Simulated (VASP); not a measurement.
# Mg3Sb2 (P-3m1) in VASP: notebook

Mg3Sb2 is run at these levels: r2SCAN; tasks: single point, relaxation of shape and atoms at fixed volume.

All numbers are computed with VASP 6.6.1; they aren't measurements. Logs are shortened: lines on timing, memory, paths and dates and some standing lists are left out, and cuts for length are marked.

## Step 1: The cell of the first run

The structure is trigonal, space group P-3m1 (No. 164). Conventional cell: a = 4.569 Å, b = 4.569 Å, c = 7.240 Å, α = 90.00°, β = 90.00°, γ = 120.00°. Within 3.8 Å of Mg (site symmetry 3m) lie 4 Sb at 2.82 to 2.93 Å and 6 Mg at 3.27 to 3.74 Å. Within 4.1 Å of Mg (site symmetry -3m) lie 6 Sb at 3.11 Å and 6 Mg at 3.74 Å. Within 3.7 Å of Sb (site symmetry 3m) lie 7 Mg at 2.82 to 3.11 Å.

## Step 2: Single point, r2SCAN

POSCAR

```
Mg3Sb2
1.0
    4.5691581998      0.0000000000      0.0000000000
   -2.2845790999      3.9570070750      0.0000000000
    0.0000000000      0.0000000000      7.2404157690
Mg Sb
3 2
Direct
    0.3333333333      0.6666666667      0.6336636214
    0.6666666667      0.3333333333      0.3663363786
    0.0000000000      0.0000000000      0.0000000000
    0.3333333333      0.6666666667      0.2287383462
    0.6666666667      0.3333333333      0.7712616538
```

INCAR.step1

```
SYSTEM = Mg3Sb2
PREC = Accurate
ENCUT = 660
ISMEAR = 0
SIGMA = 0.02
LREAL = .FALSE.
LASPH = .TRUE.
NELM = 120
NBANDS = 16
GGA = PE
ALGO = Normal
EDIFF = 1E-5
LWAVE = .TRUE.
LCHARG = .FALSE.
GGA_COMPAT = .FALSE.
```

INCAR.step2

```
SYSTEM = Mg3Sb2
PREC = Accurate
ENCUT = 660
EDIFF = 1E-6
ISMEAR = 0
SIGMA = 0.02
LREAL = .FALSE.
LASPH = .TRUE.
NELM = 120
ALGO = Normal
ISIF = 2
LWAVE = .FALSE.
LCHARG = .TRUE.
METAGGA = R2SCAN
LMIXTAU = .TRUE.
LELF = .TRUE.
LVHAR = .TRUE.
NBANDS = 16
ISTART = 1
GGA_COMPAT = .FALSE.
```

KPOINTS

```
Automatic mesh
0
G
  6 6 4
  0 0 0
```

Potentials or basis: VASP PAW PBE potentials, release 64 (Mg, Sb).

The run is started by

```console
cat potpaw_PBE.64/Mg/POTCAR potpaw_PBE.64/Sb/POTCAR > POTCAR
cp INCAR.step1 INCAR
mpirun -np 1 vasp_std > vasp.out
cp INCAR.step2 INCAR
mpirun -np 1 vasp_std > vasp.out
```

OUTCAR:

```text
SYSTEM = Mg3Sb2
   PREC = Accurate
   ENCUT = 660
   EDIFF = 1E-6
   ISMEAR = 0
   LREAL = .FALSE.
   LASPH = .TRUE.
   NELM = 120
   ISIF = 2
   METAGGA = R2SCAN
   ISTART = 1

 ion  position               nearest neighbor table
   1  0.333  0.667  0.634-   5 2.82   5 2.82   5 2.82   4 2.93   2 3.27   2 3.27   2 3.27
   2  0.667  0.333  0.366-   4 2.82   4 2.82   4 2.82   5 2.93   1 3.27   1 3.27   1 3.27
   3  0.000  0.000  0.000-   4 3.11   5 3.11   5 3.11   4 3.11   5 3.11   4 3.11
   4  0.333  0.667  0.229-   2 2.82   2 2.82   2 2.82   1 2.93   3 3.11   3 3.11   3 3.11
   5  0.667  0.333  0.771-   1 2.82   1 2.82   1 2.82   2 2.93   3 3.11   3 3.11   3 3.11

  LATTYP: Found a hexagonal cell.
 ALAT       =     4.5691581998
 C/A-ratio  =     1.5846279451

  Lattice vectors:

 A1 = (   4.5691581998,   0.0000000000,   0.0000000000)
 A2 = (  -2.2845790999,   3.9570070750,   0.0000000000)
 A3 = (   0.0000000000,   0.0000000000,   7.2404157690)

Analysis of symmetry for initial positions (statically):
=====================================================================
 Subroutine PRICEL returns:
 Original cell was already a primitive cell.

 Routine SETGRP: Setting up the symmetry group for a
 hexagonal supercell.

 Subroutine GETGRP returns: Found 12 space group operations
 (whereof 12 operations were pure point group operations)
 out of a pool of 24 trial point group operations.

The static configuration has the point symmetry D_3d.

Analysis of symmetry for dynamics (positions and initial velocities):
=====================================================================
 Subroutine PRICEL returns:
 Original cell was already a primitive cell.

 Routine SETGRP: Setting up the symmetry group for a
 hexagonal supercell.

 Subroutine GETGRP returns: Found 12 space group operations
 (whereof 12 operations were pure point group operations)
 out of a pool of 24 trial point group operations.

The dynamic configuration has the point symmetry D_3d.

 Subroutine INISYM returns: Found 12 space group operations
 (whereof 12 operations are pure point group operations),
 and found     1 'primitive' translations

[... 97 lines left out ...]
   ENCUT  =  660.0 eV  48.51 Ry    6.96 a.u.   9.57  9.57 15.17*2*pi/ulx,y,z
   NELM   =    120;   NELMIN=  2; NELMDL=  0     # of ELM steps
   EDIFF  = 0.1E-05   stopping-criterion for ELM
   LREAL  =      F    real-space projection
   EDIFFG = 0.1E-04   stopping-criterion for IOM
   NSW    =      0    number of steps for IOM
   IBRION =     -1    ionic relax: 0-MD 1-quasi-New 2-CG
   NFREE  =      0    steps in history (QN), initial steepest desc. (CG)
   ISIF   =      2    stress and relaxation
   ISYM   =      2    0-nonsym 1-usesym 2-fastsym
   POTIM  = 0.5000    time-step for ionic-motion
   TEBEG  =    0.0;   TEEND  =   0.0 temperature during run
   PSTRESS=    0.0 pullay stress
   NELECT =      16.0000    total number of electrons
   NUPDOWN=      -1.0000    fix difference up-down
   EMIN   =  10.00;   EMAX   =-10.00  energy-range for DOS
   EFERMI =   0.00;   METHOD = LEGACY
   ISMEAR =     0;   SIGMA  =   0.02  broadening in eV -4-tet -1-fermi 0-gaus
   EFERMI_NEDOS =   21; number of points for ismear=-14 and -15
   IALGO  =     38    algorithm
   IMIX   =      4    mixing-type and parameters
     AMIX     =   0.40;   BMIX     =  1.00
     AMIX_MAG =   1.60;   BMIX_MAG =  1.00
  volume/ion in A,a.u.               =      26.18       176.68
  Fermi-wavevector in a.u.,A,eV,Ry     =   0.812443  1.535294  8.980700  0.660063
  Thomas-Fermi vector in A             =   1.921986
   LORBIT       =      0    0 simple, 1 ext, 2 COOP (PROOUT), +10 PAW based schemes
   METAGGA = R2SCAN    functional components
   LHFCALC =     F    Hartree Fock is set to
   AEXX    =    0.0000 exact exchange contribution
   IVDW    =     0    specifies the selected vdW correction
   LEPSILON=     F    determine dielectric tensor
   LRPA    =     F    only Hartree local field effects (RPA)
 non-spin polarized calculation
 Gauss-broadening in eV      SIGMA  =   0.02
  energy-cutoff  :      660.00
  volume of cell :      130.91
 maximum number of plane-waves:      5095
 NGX is ok and might be reduce to    40
   NGX = 19   NGY = 19   NGZ = 31

 number of electron      16.0000000 magnetization

 Free energy of the ion-electron system (eV)
  ---------------------------------------------------
  ext. energy  EPLUGINS =         0.00000000
  ---------------------------------------------------
  free energy    TOTEN  =       -66.25317144 eV

  energy without entropy =      -66.25317144  energy(sigma->0) =      -66.25317144

 E-fermi :   4.4458     XC(G=0):  -9.1780

 val. band max:        4.3600352318   @ k =   0.0000   0.0000   0.0000
 cond. band min:       4.9234089669   @ k =   0.3333   0.3333   0.0000
 fundamental gap:      0.5633737351
 Fermi energy:         4.4458499576

 k-point     1 :       0.0000    0.0000    0.0000
  band No.  band energies     occupation
      1      -6.3344      2.00000
      2      -5.0248      2.00000
      3      -0.6822      2.00000
      4       3.2007      2.00000
      5       3.2007      2.00000
      6       3.9392      2.00000
[... 433 lines left out ...]
      3      -0.0401      2.00000
      4      -0.0401      2.00000
      5       0.3110      2.00000
      6       0.8969      2.00000
[... 8 lines left out ...]
     15      10.0352      0.00000
     16      10.3531      0.00000

------------------------ aborting loop because EDIFF is reached ----------------------------------------

  FORCE on cell =-STRESS in cart. coord.  units (eV):
  Direction    XX          YY          ZZ          XY          YZ          ZX
  --------------------------------------------------------------------------------------
  -------------------------------------------------------------------------------------
  Total       -0.0059135     -0.0059135      0.0132514     -0.0000000     -0.0000000      0.0000000
  in kB       -0.0723745     -0.0723745      0.1621828     -0.0000000     -0.0000000      0.0000000
  external PRESSURE =       0.0058113 kB  Pullay stress =       0.0000000 kB

 VOLUME and BASIS-vectors are now :
 -----------------------------------------------------------------------------
  energy-cutoff  :      660.00
  volume of cell :      130.91
      direct lattice vectors                 reciprocal lattice vectors
     4.569158200  0.000000000  0.000000000     0.218858695  0.126358126  0.000000000
    -2.284579100  3.957007075  0.000000000     0.000000000  0.252716253  0.000000000
     0.000000000  0.000000000  7.240415769     0.000000000  0.000000000  0.138113616

 POSITION                                       TOTAL-FORCE (eV/Angst)
 -----------------------------------------------------------------------------------
     -0.00000      2.63800      4.58799        -0.000000     -0.000000     -0.003658
      2.28458      1.31900      2.65243         0.000000      0.000000      0.003658
      0.00000      0.00000      0.00000         0.000000      0.000000     -0.000000
     -0.00000      2.63800      1.65616         0.000000     -0.000000     -0.015801
      2.28458      1.31900      5.58426        -0.000000      0.000000      0.015801
 -----------------------------------------------------------------------------------
    total drift:                               -0.000000      0.000000      0.000000

  FREE ENERGIE OF THE ION-ELECTRON SYSTEM (eV)
  ---------------------------------------------------
  free  energy   TOTEN  =       -66.2531714402 eV

  energy  without entropy=      -66.2531714402  energy(sigma->0) =      -66.25317144
```

OUTCAR.step1:

```text
SYSTEM = Mg3Sb2
   PREC = Accurate
   ENCUT = 660
   ISMEAR = 0
   LREAL = .FALSE.
   LASPH = .TRUE.
[... 687 lines left out ...]
      0.00000      0.00000      0.00000         0.000000      0.000000      0.000000
     -0.00000      2.63800      1.65616        -0.000000      0.000000     -0.176360
      2.28458      1.31900      5.58426         0.000000     -0.000000      0.176360
 -----------------------------------------------------------------------------------
    total drift:                               -0.000000      0.000000      0.000000

  FREE ENERGIE OF THE ION-ELECTRON SYSTEM (eV)
  ---------------------------------------------------
  free  energy   TOTEN  =       -14.6239156216 eV

  energy  without entropy=      -14.6239156216  energy(sigma->0) =      -14.62391562
```

Wall time 3.3 min (1 thread of AMD EPYC 9R45 (Zen 5), shared host); peak memory 0.34 GiB.

Results:

```
Free energy            : -66.2532 eV
Pressure               : 0.0 GPa
Largest force          : 0.016 eV/Å
Band gap on the k mesh : 0.56 eV (least direct gap 1.75 eV)
```

Forces in eV/Å, atoms in the order of the input:
```
Mg   0.000  0.000 -0.004
Mg   0.000  0.000  0.004
Mg   0.000  0.000  0.000
Sb   0.000  0.000 -0.016
Sb   0.000  0.000  0.016
```

Caveat: semilocal functionals underestimate gaps, and a narrow one can read as zero; the PAW data sets were made with another functional, which shifts forces and pressure a little; spin-orbit coupling is left out, which moves the levels of the heavy elements. A k mesh can miss the band edges.

(Part 1 of 2 ends here.)
